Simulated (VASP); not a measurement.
# AlAs (F-43m) in VASP: a series of runs

AlAs is run at these levels: LDA; tasks: single point, relaxation of cell and atoms.

Program: VASP 6.6.1. These are calculated values, not measurements. Logs are shortened: lines on timing, memory, paths and dates and some standing lists are left out, and cuts for length are marked.

## 1. The cell of the first run

Symmetry: F-43m, No. 216, cubic system. Conventional cell: a = 5.629 Å, b = 5.629 Å, c = 5.629 Å, α = 90.00°, β = 90.00°, γ = 90.00°. Al (site symmetry -43m) has 4 As at 2.44 Å within 3.2 Å. Within 3.2 Å of As (site symmetry -43m) lie 4 Al at 2.44 Å.

## 2. Single point, LDA

Contents of INCAR:

```
ALGO     = Normal         # electronic algorithm
EDIFF    = 1E-6           # SCF threshold, eV
ENCUT    = 500            # plane-wave cutoff, eV
GGA      = CA             # functional
GGA_COMPAT= F            
ISIF     = 2              # what is computed and relaxed
ISMEAR   = 0              # smearing method
LASPH    = T              # aspherical terms in the spheres
LCHARG   = T              # write CHGCAR
LELF     = T              # ELF
LREAL    = F              # projectors in reciprocal space
LVHAR    = T            
LWAVE    = F              # write WAVECAR
NBANDS   = 11             # bands
NELM     = 120            # most SCF steps
PREC     = Accurate       # precision mode
SIGMA    = 0.02           # smearing width, eV
```

Contents of KPOINTS:

```
k-points
0
Gamma
  8 8 8
```

Contents of POSCAR:

```
AlAs
1.0
    0.0000000000      2.8143067903      2.8143067903
    2.8143067903      0.0000000000      2.8143067903
    2.8143067903      2.8143067903      0.0000000000
Al As
1 1
Direct
    0.0000000000      0.0000000000      0.0000000000
    0.2500000000      0.2500000000      0.2500000000
```

Potentials or basis: VASP PAW LDA potentials, release 64 (Al, As).

The run is started by

```console
cat potpaw_LDA.64/Al/POTCAR potpaw_LDA.64/As/POTCAR > POTCAR
mpirun -np 1 vasp_std > vasp.out
```

OUTCAR:

```text
EDIFF = 1E-6
   ENCUT = 500
   GGA = CA
   ISIF = 2
   ISMEAR = 0
   LASPH = T
   LREAL = F
   NELM = 120
   PREC = Accurate

 ion  position               nearest neighbor table
   1  0.000  0.000  0.000-   2 2.44   2 2.44   2 2.44   2 2.44
   2  0.250  0.250  0.250-   1 2.44   1 2.44   1 2.44   1 2.44

  LATTYP: Found a face centered cubic cell.
 ALAT       =     5.6286135806

  Lattice vectors:

 A1 = (   0.0000000000,   2.8143067903,   2.8143067903)
 A2 = (   2.8143067903,   0.0000000000,   2.8143067903)
 A3 = (   2.8143067903,   2.8143067903,   0.0000000000)

Analysis of symmetry for initial positions (statically):
=====================================================================
 Subroutine PRICEL returns:
 Original cell was already a primitive cell.

 Routine SETGRP: Setting up the symmetry group for a
 face centered cubic supercell.

 Subroutine GETGRP returns: Found 24 space group operations
 (whereof 24 operations were pure point group operations)
 out of a pool of 48 trial point group operations.

The static configuration has the point symmetry T_d .

Analysis of symmetry for dynamics (positions and initial velocities):
=====================================================================
 Subroutine PRICEL returns:
 Original cell was already a primitive cell.

 Routine SETGRP: Setting up the symmetry group for a
 face centered cubic supercell.

 Subroutine GETGRP returns: Found 24 space group operations
 (whereof 24 operations were pure point group operations)
 out of a pool of 48 trial point group operations.

The dynamic configuration has the point symmetry T_d .

 Subroutine INISYM returns: Found 24 space group operations
 (whereof 24 operations are pure point group operations),
 and found     1 'primitive' translations

----------------------------------------------------------------------------------------

                                     Primitive cell

  volume of cell :      44.5804

  direct lattice vectors                    reciprocal lattice vectors
     0.000000000  2.814306790  2.814306790    -0.177663644  0.177663644  0.177663644
     2.814306790  0.000000000  2.814306790     0.177663644 -0.177663644  0.177663644
     2.814306790  2.814306790  0.000000000     0.177663644  0.177663644 -0.177663644

  length of vectors
     3.980030832  3.980030832  3.980030832     0.307722458  0.307722458  0.307722458

  position of ions in fractional coordinates (direct lattice)
     0.000000000  0.000000000  0.000000000
     0.250000000  0.250000000  0.250000000

  ion indices of the primitive-cell ions
   primitive index   ion index
                 1           1
                 2           2

----------------------------------------------------------------------------------------

 KPOINTS: k-points

Automatic generation of k-mesh.
 Grid dimensions read from file:
 generate k-points for:    8    8    8

 Generating k-lattice:

  Cartesian coordinates                     Fractional coordinates (reciprocal lattice)
    -0.022207956  0.022207956  0.022207956     0.125000000  0.000000000  0.000000000
     0.022207956 -0.022207956  0.022207956     0.000000000  0.125000000  0.000000000
     0.022207956  0.022207956 -0.022207956     0.000000000  0.000000000  0.125000000

  Length of vectors
     0.038465307  0.038465307  0.038465307

  Shift w.r.t. Gamma in fractional coordinates (k-lattice)
     0.000000000  0.000000000  0.000000000

 Subroutine IBZKPT returns following result:
 ===========================================

 Found     29 irreducible k-points:

 Following reciprocal coordinates:
            Coordinates               Weight
  0.000000  0.000000  0.000000      1.000000
  0.125000  0.000000  0.000000      8.000000
  0.250000  0.000000  0.000000      8.000000
  0.375000  0.000000  0.000000      8.000000
  0.500000  0.000000  0.000000      4.000000
  0.125000  0.125000  0.000000      6.000000
[... 16 lines left out ...]
  0.500000  0.250000  0.125000     48.000000
 -0.375000  0.250000  0.125000     24.000000
 [... further k-points ...]
   k-points           NKPTS =     29   k-points in BZ     NKDIM =     29   number of bands    NBANDS=     11
   number of dos      NEDOS =    301   number of ions     NIONS =      2
   total plane-waves  NPLWV =  27000
   dimension x,y,z NGX =    30 NGY =   30 NGZ =   30
   dimension x,y,z NGXF=    60 NGYF=   60 NGZF=   60
   ions per type =               1   1
   NGX,Y,Z   is equivalent  to a cutoff of  12.53, 12.53, 12.53 a.u.
   NGXF,Y,Z  is equivalent  to a cutoff of  25.06, 25.06, 25.06 a.u.
 SYSTEM =  unknown system
   PREC   = accura    normal or accurate (medium, high low for compatibility)
   ISTART =      0    job   : 0-new  1-cont  2-samecut
   ICHARG =      2    charge: 1-file 2-atom 10-const
   ISPIN  =      1    spin polarized calculation?
   LNONCOLLINEAR =      F non collinear calculations
   LSORBIT =      F    spin-orbit coupling
   LASPH  =      T    aspherical Exc in radial PAW
   ENCUT  =  500.0 eV  36.75 Ry    6.06 a.u.   7.26  7.26  7.26*2*pi/ulx,y,z
   NELM   =    120;   NELMIN=  2; NELMDL= -5     # of ELM steps
   EDIFF  = 0.1E-05   stopping-criterion for ELM
   LREAL  =      F    real-space projection
   EDIFFG = 0.1E-04   stopping-criterion for IOM
   NSW    =      0    number of steps for IOM
   IBRION =     -1    ionic relax: 0-MD 1-quasi-New 2-CG
   NFREE  =      0    steps in history (QN), initial steepest desc. (CG)
   ISIF   =      2    stress and relaxation
   ISYM   =      2    0-nonsym 1-usesym 2-fastsym
   POTIM  = 0.5000    time-step for ionic-motion
   TEBEG  =    0.0;   TEEND  =   0.0 temperature during run
   PSTRESS=    0.0 pullay stress
   NELECT =       8.0000    total number of electrons
   NUPDOWN=      -1.0000    fix difference up-down
   EMIN   =  10.00;   EMAX   =-10.00  energy-range for DOS
   EFERMI =   0.00;   METHOD = LEGACY
   ISMEAR =     0;   SIGMA  =   0.02  broadening in eV -4-tet -1-fermi 0-gaus
   EFERMI_NEDOS =   21; number of points for ismear=-14 and -15
   IALGO  =     38    algorithm
   IMIX   =      4    mixing-type and parameters
     AMIX     =   0.40;   BMIX     =  1.00
     AMIX_MAG =   1.60;   BMIX_MAG =  1.00
  volume/ion in A,a.u.               =      22.29       150.42
  Fermi-wavevector in a.u.,A,eV,Ry     =   0.923400  1.744974 11.601256  0.852668
  Thomas-Fermi vector in A             =   2.049033
   LORBIT       =      0    0 simple, 1 ext, 2 COOP (PROOUT), +10 PAW based schemes
   GGA     = CA    functional components
   LHFCALC =     F    Hartree Fock is set to
   AEXX    =    0.0000 exact exchange contribution
   IVDW    =     0    specifies the selected vdW correction
   LEPSILON=     F    determine dielectric tensor
   LRPA    =     F    only Hartree local field effects (RPA)
 non-spin polarized calculation
 Gauss-broadening in eV      SIGMA  =   0.02
  energy-cutoff  :      500.00
  volume of cell :       44.58
 maximum number of plane-waves:      1158
 NGX is ok and might be reduce to    30
   NGX = 15   NGY = 15   NGZ = 15

 number of electron       8.0000001 magnetization

 Free energy of the ion-electron system (eV)
  ---------------------------------------------------
  ext. energy  EPLUGINS =         0.00000000
  ---------------------------------------------------
  free energy    TOTEN  =       -10.51391735 eV

  energy without entropy =      -10.51391735  energy(sigma->0) =      -10.51391735

 E-fermi :   4.0189     XC(G=0):  -9.3438

 val. band max:        3.9304973497   @ k =   0.0000   0.0000   0.0000
 cond. band min:       5.2399740834   @ k =   0.5000   0.5000   0.0000
 fundamental gap:      1.3094767337
 Fermi energy:         4.0188814224

 k-point     1 :       0.0000    0.0000    0.0000
  band No.  band energies     occupation
      1      -8.0601      2.00000
      2       3.9305      2.00000
      3       3.9305      2.00000
      4       3.9305      2.00000
      5       5.9495      0.00000
      6       8.2053      0.00000
      7       8.2053      0.00000
      8       8.2053      0.00000
      9      12.6532      0.00000
     10      12.9978      0.00000
     11      12.9978      0.00000

 k-point     2 :       0.1250    0.0000    0.0000
  band No.  band energies     occupation
      1      -7.9041      2.00000
      2       2.4737      2.00000
      3       3.7663      2.00000
      4       3.7663      2.00000
      5       6.7019      0.00000
      6       8.4909      0.00000
      7       8.4909      0.00000
      8       8.6075      0.00000
      9      12.3562      0.00000
     10      12.3562      0.00000
     11      13.3889      0.00000

 k-point     3 :       0.2500    0.0000    0.0000
  band No.  band energies     occupation
      1      -7.4706      2.00000
      2       0.4837      2.00000
      3       3.4436      2.00000
      4       3.4436      2.00000
      5       6.5029      0.00000
      6       8.8290      0.00000
      7       8.8290      0.00000
      8      10.3620      0.00000
      9      12.2421      0.00000
     10      12.2421      0.00000
     11      13.1976      0.00000

 k-point     4 :       0.3750    0.0000    0.0000
  band No.  band energies     occupation
      1      -6.9076      2.00000
      2      -1.0927      2.00000
      3       3.1869      2.00000
      4       3.1869      2.00000
      5       6.1495      0.00000
      6       8.7010      0.00000
      7       8.7010      0.00000
      8      11.5469      0.00000
      9      13.5568      0.00000
     10      13.5568      0.00000
     11      13.6018      0.00000
[... 239 lines left out ...]
 k-point    22 :       0.3750    0.2500    0.1250
  band No.  band energies     occupation
      1      -7.1076      2.00000
      2       0.1109      2.00000
      3       1.9261      2.00000
      4       2.9339      2.00000
      5       7.4691      0.00000
      6       8.1945      0.00000
      7       9.1749      0.00000
      8      10.4600      0.00000
      9      12.1150      0.00000
     10      14.3747      0.00000
     11      15.9501      0.00000

 k-point    23 :       0.5000    0.2500    0.1250
  band No.  band energies     occupation
      1      -6.6002      2.00000
      2      -0.9226      2.00000
      3       1.3279      2.00000
      4       2.5412      2.00000
      5       7.5619      0.00000
      6       8.3464      0.00000
      7       9.6857      0.00000
      8      10.7915      0.00000
      9      13.2818      0.00000
     10      14.4678      0.00000
     11      16.0833      0.00000

 k-point    24 :      -0.3750    0.2500    0.1250
  band No.  band energies     occupation
      1      -6.3367      2.00000
      2      -1.4154      2.00000
      3       1.1752      2.00000
      4       2.3529      2.00000
      5       7.5578      0.00000
      6       8.1098      0.00000
      7      10.6152      0.00000
      8      11.5582      0.00000
      9      12.2675      0.00000
     10      14.9239      0.00000
     11      16.2023      0.00000

 [... further k-points ...]

------------------------ aborting loop because EDIFF is reached ----------------------------------------

  FORCE on cell =-STRESS in cart. coord.  units (eV):
  Direction    XX          YY          ZZ          XY          YZ          ZX
  --------------------------------------------------------------------------------------
  -------------------------------------------------------------------------------------
  Total        0.1034889      0.1034889      0.1034889     -0.0000000      0.0000000     -0.0000000
  in kB        3.7192907      3.7192907      3.7192907     -0.0000000      0.0000000     -0.0000000
  external PRESSURE =       3.7192907 kB  Pullay stress =       0.0000000 kB

 VOLUME and BASIS-vectors are now :
 -----------------------------------------------------------------------------
  energy-cutoff  :      500.00
  volume of cell :       44.58
      direct lattice vectors                 reciprocal lattice vectors
     0.000000000  2.814306790  2.814306790    -0.177663644  0.177663644  0.177663644
     2.814306790  0.000000000  2.814306790     0.177663644 -0.177663644  0.177663644
     2.814306790  2.814306790  0.000000000     0.177663644  0.177663644 -0.177663644

 POSITION                                       TOTAL-FORCE (eV/Angst)
 -----------------------------------------------------------------------------------
      0.00000      0.00000      0.00000        -0.000000     -0.000000     -0.000000
      1.40715      1.40715      1.40715         0.000000      0.000000      0.000000
 -----------------------------------------------------------------------------------
    total drift:                                0.000000      0.000000      0.000000

  FREE ENERGIE OF THE ION-ELECTRON SYSTEM (eV)
  ---------------------------------------------------
  free  energy   TOTEN  =       -10.5139173539 eV

  energy  without entropy=      -10.5139173539  energy(sigma->0) =      -10.51391735
```

Run time: 7.3 s. Hardware: 1 thread of Intel Xeon 6975P-C (Granite Rapids), shared host; peak memory 0.15 GiB.

Results:

| Item | Value |
| --- | --- |
| Free energy | -10.5139 eV |
| Pressure | 0.4 GPa |
| Band gap on the k mesh | 1.31 eV, indirect (least direct gap 2.02 eV) |

## 3. Relaxation of cell and atoms, LDA

This run uses another cell than the first one, of 23.49 Å³/atom, 1.054 times its volume.

Contents of INCAR:

```
PREC     = Accurate       # precision mode
ENCUT    = 500            # plane-wave cutoff, eV
EDIFF    = 1E-7           # SCF threshold, eV
ISMEAR   = 0              # smearing method
SIGMA    = 0.02           # smearing width, eV
LREAL    = F              # projectors in reciprocal space
LASPH    = T              # aspherical terms in the spheres
NELM     = 120            # most SCF steps
ALGO     = Normal         # electronic algorithm
ISIF     = 3              # what is computed and relaxed
LWAVE    = F              # write WAVECAR
LCHARG   = F              # write CHGCAR
IBRION   = 2              # ionic algorithm
NSW      = 70             # ionic steps
EDIFFG   = -0.005         # ionic threshold
GGA_COMPAT= F            
NELMIN   = 4
```

Contents of KPOINTS:

```
Automatic mesh
0
Gamma
  8 8 8
```

Contents of POSCAR:

```
AlAs
1.0
    0.0000000000      2.8638066096      2.8638066096
    2.8638066096      0.0000000000      2.8638066096
    2.8638066096      2.8638066096      0.0000000000
Al As
1 1
Direct
    0.0000000000      0.0000000000      0.0000000000
    0.2500000000      0.2500000000      0.2500000000
```

Potentials or basis: VASP PAW LDA potentials, release 64 (Al, As).

The run is started by

```console
cat potpaw_LDA.64/Al/POTCAR potpaw_LDA.64/As/POTCAR > POTCAR
mpirun -np 1 vasp_std > vasp.out
```

Wall time 12 s (1 thread of Intel Xeon 6975P-C (Granite Rapids), shared host); peak memory 0.15 GiB.

It converged, with:

| Item | Value |
| --- | --- |
| Free energy | -10.5142 eV |
| Relaxed volume | 22.40 Å³/atom |
| Relaxed cell | a = 3.987 Å, b = 3.987 Å, c = 3.987 Å, α = 60.00°, β = 60.00°, γ = 60.00° |
| Space group after relaxing (to 0.05 Å) | F-43m (No. 216) |
| Energy gained by relaxing | 11.5 meV/atom |
| Ionic steps | 3 |
| Pressure after relaxing | 0.0 GPa |
| Band gap on the k mesh | 1.32 eV, indirect (least direct gap 1.98 eV) |

Step by step:
```
step  energy change (eV)  largest force (eV/Å)  pressure (GPa)  volume (Å³)
   1              0.0000                0.0000           -3.25        46.97
   2             -0.0176                0.0000            1.77        43.81
   3             -0.0230                0.0000           -0.01        44.80
```

Final structure:
```
CELL_PARAMETERS angstrom
0.00000 2.81888 2.81888
2.81888 0.00000 2.81888
2.81888 2.81888 0.00000
ATOMIC_POSITIONS crystal
Al 0.00000 0.00000 0.00000
As 0.25000 0.25000 0.25000
```

Levels at points of the mesh, in eV from the valence-band top:
| k point | band 2 | band 3 | band 4 | band 5 | band 6 | band 7 |
| --- | --- | --- | --- | --- | --- | --- |
| (0.00, 0.00, 0.00) | 0.00 | 0.00 | 0.00 | 1.98 | 4.27 | 4.27 |
| (0.50, 0.00, 0.00) | -5.65 | -0.83 | -0.83 | 2.07 | 4.64 | 4.64 |
| (0.50, 0.50, 0.00) | -5.49 | -2.20 | -2.20 | 1.32 | 2.20 | 10.30 |

A k mesh can miss the band edges. Expect the measured gap to be larger: semilocal functionals such as LDA lack the derivative discontinuity.
